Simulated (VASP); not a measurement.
**Ti: single point with PBEsol**

Crystal: Ti.

```
Ti
1.0
     0.00000    2.52881    2.52881
     2.52881    0.00000    2.52881
     2.52881    2.52881    0.00000
Ti
2
Direct
  0.87500 0.87500 0.87500
  0.12500 0.12500 0.12500
```

| Item | Value |
| --- | --- |
| Program | VASP 6.6.1 |
| Task | single point |
| Functional | PBEsol |
| Potentials or basis | VASP PAW PBE potentials, release 64 (Ti_sv) |
| Cutoff | 520 eV |
| k mesh | 13 × 13 × 13 |
| Occupations | fermi-dirac, width 0.05 eV |
| Spin | no spin polarisation |
| Dipole correction | no |
| Further INCAR settings | ALGO = Normal; EDIFF = 1e-07; NBANDS = 19 |

```json
{"Pressure": "14.2 GPa", "Band gap on the k mesh": "zero (band 12 reaches 9.24 eV, above the bottom of band 13 at 8.37 eV)"}
```

Levels at points of the mesh, in eV from the Fermi level:
| k point | band 9 | band 10 | band 11 | band 12 | band 13 | band 14 | band 15 | band 16 |
| --- | --- | --- | --- | --- | --- | --- | --- | --- |
| (0.00, 0.00, 0.00) | -5.53 | -1.41 | -1.41 | -0.22 | -0.22 | -0.22 | 2.34 | 2.34 |

Wall time 34 s on 1 thread of AMD EPYC 9R45 96-Core Processor (Zen 5) (shared host), peak memory 0.15 GiB.

Caveat: the PAW data sets were made with another functional, which shifts forces and pressure a little.
